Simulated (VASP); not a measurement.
# As (Im-3m) in VASP: notebook

The runs below take As through single point, relaxation of cell and atoms, with PBE.

Everything below comes from runs of VASP 6.6.1. Logs are shortened: lines on timing, memory, paths and dates and some standing lists are left out, and cuts for length are marked.

## Step 1: The cell of the first run

Symmetry: Im-3m, No. 229, cubic system. Conventional cell: a = 3.389 Å, b = 3.389 Å, c = 3.389 Å, α = 90.00°, β = 90.00°, γ = 90.00°. Within 3.9 Å of As (site symmetry m-3m) lie 14 As at 2.94 to 3.39 Å.

## Step 2: Single point, PBE

Contents of INCAR:

```
PREC = Accurate
ENCUT = 520
EDIFF = 1E-7
ISMEAR = -1
SIGMA = 0.1
LREAL = F
LASPH = T
NELM = 80
ALGO = Normal
ISIF = 2
LWAVE = F
LCHARG = F
GGA = PE
NBANDS = 8
```

Contents of KPOINTS:

```
regular mesh
0
Gamma
  16 16 16
```

Contents of POSCAR:

```
As
1.0
   -1.6945292025      1.6945292025      1.6945292025
    1.6945292025     -1.6945292025      1.6945292025
    1.6945292025      1.6945292025     -1.6945292025
As
1
Direct
    0.0000000000      0.0000000000      0.0000000000
```

Potentials or basis: VASP PAW PBE potentials, release 64 (As).

On the command line:

```bash
cat potpaw_PBE.64/As/POTCAR > POTCAR
mpirun -np 1 vasp_std > vasp.out
```

OUTCAR:

```text
PREC = Accurate
   ENCUT = 520
   EDIFF = 1E-7
   ISMEAR = -1
   LREAL = F
   LASPH = T
   NELM = 80
   ISIF = 2
   GGA = PE

 ion  position               nearest neighbor table
   1  0.000  0.000  0.000-

  LATTYP: Found a body centered cubic cell.
 ALAT       =     3.3890584050

  Lattice vectors:

 A1 = (  -1.6945292025,   1.6945292025,   1.6945292025)
 A2 = (   1.6945292025,  -1.6945292025,   1.6945292025)
 A3 = (   1.6945292025,   1.6945292025,  -1.6945292025)

Analysis of symmetry for initial positions (statically):
=====================================================================
 Subroutine PRICEL returns:
 Original cell was already a primitive cell.

 Routine SETGRP: Setting up the symmetry group for a
 body centered cubic supercell.

 Subroutine GETGRP returns: Found 48 space group operations
 (whereof 48 operations were pure point group operations)
 out of a pool of 48 trial point group operations.

The static configuration has the point symmetry O_h .

Analysis of symmetry for dynamics (positions and initial velocities):
=====================================================================
 Subroutine PRICEL returns:
 Original cell was already a primitive cell.

 Routine SETGRP: Setting up the symmetry group for a
 body centered cubic supercell.

 Subroutine GETGRP returns: Found 48 space group operations
 (whereof 48 operations were pure point group operations)
 out of a pool of 48 trial point group operations.

The dynamic configuration has the point symmetry O_h .

 Subroutine INISYM returns: Found 48 space group operations
 (whereof 48 operations are pure point group operations),
 and found     1 'primitive' translations

----------------------------------------------------------------------------------------

                                     Primitive cell

  volume of cell :      19.4629

  direct lattice vectors                    reciprocal lattice vectors
    -1.694529203  1.694529203  1.694529203     0.000000000  0.295067208  0.295067208
     1.694529203 -1.694529203  1.694529203     0.295067208  0.000000000  0.295067208
     1.694529203  1.694529203 -1.694529203     0.295067208  0.295067208  0.000000000

  length of vectors
     2.935010674  2.935010674  2.935010674     0.417288047  0.417288047  0.417288047

  position of ions in fractional coordinates (direct lattice)
     0.000000000  0.000000000  0.000000000

  ion indices of the primitive-cell ions
   primitive index   ion index
                 1           1

[... 71 lines left out ...]
   EDIFF  = 0.1E-06   stopping-criterion for ELM
   LREAL  =      F    real-space projection
   EDIFFG = 0.1E-05   stopping-criterion for IOM
   NSW    =      0    number of steps for IOM
   IBRION =     -1    ionic relax: 0-MD 1-quasi-New 2-CG
   NFREE  =      0    steps in history (QN), initial steepest desc. (CG)
   ISIF   =      2    stress and relaxation
   ISYM   =      2    0-nonsym 1-usesym 2-fastsym
   POTIM  = 0.5000    time-step for ionic-motion
   TEBEG  =    0.0;   TEEND  =   0.0 temperature during run
   PSTRESS=    0.0 pullay stress
   NELECT =       5.0000    total number of electrons
   NUPDOWN=      -1.0000    fix difference up-down
   EMIN   =  10.00;   EMAX   =-10.00  energy-range for DOS
   EFERMI =   0.00;   METHOD = LEGACY
   ISMEAR =    -1;   SIGMA  =   0.10  broadening in eV -4-tet -1-fermi 0-gaus
   EFERMI_NEDOS =   21; number of points for ismear=-14 and -15
   IALGO  =     38    algorithm
   IMIX   =      4    mixing-type and parameters
     AMIX     =   0.40;   BMIX     =  1.00
     AMIX_MAG =   1.60;   BMIX_MAG =  1.00
  volume/ion in A,a.u.               =      19.46       131.34
  Fermi-wavevector in a.u.,A,eV,Ry     =   1.040709  1.966654 14.736119  1.083074
  Thomas-Fermi vector in A             =   2.175296
   LORBIT       =      0    0 simple, 1 ext, 2 COOP (PROOUT), +10 PAW based schemes
   GGA     = PE    functional components
   LHFCALC =     F    Hartree Fock is set to
   AEXX    =    0.0000 exact exchange contribution
   IVDW    =     0    specifies the selected vdW correction
   LEPSILON=     F    determine dielectric tensor
   LRPA    =     F    only Hartree local field effects (RPA)
 non-spin polarized calculation
  energy-cutoff  :      520.00
  volume of cell :       19.46
 maximum number of plane-waves:       540
 NGX is ok and might be reduce to    24
   NGX = 11   NGY = 11   NGZ = 11

 number of electron       4.9999999 magnetization

 Free energy of the ion-electron system (eV)
  ---------------------------------------------------
  ext. energy  EPLUGINS =         0.00000000
  ---------------------------------------------------
  free energy    TOTEN  =        -4.24009821 eV

  energy without entropy =       -4.22165223  energy(sigma->0) =       -4.23087522

 E-fermi :   6.1530     XC(G=0): -10.6755

 val. band max:        6.1511511482   @ k =   0.3125   0.1250   0.0625
 cond. band min:       6.1597474535   @ k =   0.3125   0.1875   0.1250
 fundamental gap:      0.0085963053
 Fermi energy:         6.1529821389

 k-point     1 :       0.0000    0.0000    0.0000
  band No.  band energies     occupation
      1      -8.6480      2.00000
      2      11.9399      0.00000
      3      11.9399      0.00000
      4      11.9399      0.00000
      5      19.1575      0.00000
      6      19.1575      0.00000
      7      19.1575      0.00000
      8      20.4217      0.00000
[... 243 lines left out ...]
 k-point    24 :       0.2500    0.1875   -0.0000
  band No.  band energies     occupation
      1      -5.3148      2.00000
      2       3.0127      2.00000
      3       5.8519      1.90613
      4       9.6053      0.00000
      5      15.8942      0.00000
      6      17.8116      0.00000
      7      21.3307      0.00000
      8      23.5146      0.00000

 [... further k-points ...]
[... 5 lines left out ...]
  --------------------------------------------------------------------------------------
  -------------------------------------------------------------------------------------
  Total       -0.1773050     -0.1773050     -0.1773050      0.0000000     -0.0000000      0.0000000
  in kB      -14.5956840    -14.5956840    -14.5956840      0.0000000     -0.0000000      0.0000000
  external PRESSURE =     -14.5956840 kB  Pullay stress =       0.0000000 kB

 VOLUME and BASIS-vectors are now :
 -----------------------------------------------------------------------------
  energy-cutoff  :      520.00
  volume of cell :       19.46
      direct lattice vectors                 reciprocal lattice vectors
    -1.694529203  1.694529203  1.694529203     0.000000000  0.295067208  0.295067208
     1.694529203 -1.694529203  1.694529203     0.295067208  0.000000000  0.295067208
     1.694529203  1.694529203 -1.694529203     0.295067208  0.295067208  0.000000000

 POSITION                                       TOTAL-FORCE (eV/Angst)
 -----------------------------------------------------------------------------------
      0.00000      0.00000      0.00000         0.000000      0.000000      0.000000
 -----------------------------------------------------------------------------------
    total drift:                                0.000000     -0.000000     -0.000000

  FREE ENERGIE OF THE ION-ELECTRON SYSTEM (eV)
  ---------------------------------------------------
  free  energy   TOTEN  =        -4.2400982129 eV

  energy  without entropy=       -4.2216522299  energy(sigma->0) =       -4.23087522
```

Wall time 10 s (1 thread of Intel Xeon Platinum 8259CL at 2.50GHz (Skylake/Cascade Lake), shared host); peak memory 0.15 GiB.

What came out:

```
Free energy : -4.2401 eV
Pressure    : -1.5 GPa
```

(Part 1 of 2 ends here.)
